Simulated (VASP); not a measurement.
Here is a VASP 6.6.1 calculation.

The input INCAR:

```
SYSTEM = BN
ALGO = Normal
EDIFF = 1E-6
ENCUT = 520
GGA = PS
ISIF = 2
ISMEAR = 0
LASPH = .True.
LCHARG = .False.
LREAL = .False.
LWAVE = .False.
NBANDS = 11
NELM = 100
PREC = Accurate
SIGMA = 0.01
```

File KPOINTS:

```
k-points
0
Gamma
  10 10 10
  0 0 0
```

File POSCAR:

```
BN
1.0
    1.2342126561      0.7125730127      3.3273486173
   -1.2342126561      0.7125730127      3.3273486173
    0.0000000000     -1.4251460255      3.3273486173
B N
1 1
Direct
    0.9996712000      0.9996712000      0.9996712000
    0.3327618000      0.3327618000      0.3327618000
```

Potentials or basis: VASP PAW PBE potentials, release 64 (B, N).

Run with:

```console
$ cat potpaw_PBE.64/B/POTCAR potpaw_PBE.64/N/POTCAR > POTCAR
$ mpirun -np 1 vasp_std > vasp.out
```

(1) Estimate the pressure.

(2) Estimate the band gap on the k mesh.

Answers

(1) 11.6 GPa.

(2) 4.18 eV, indirect (least direct gap 4.93 eV).

Caveat: the PAW data sets were made with another functional, which shifts forces and pressure a little.
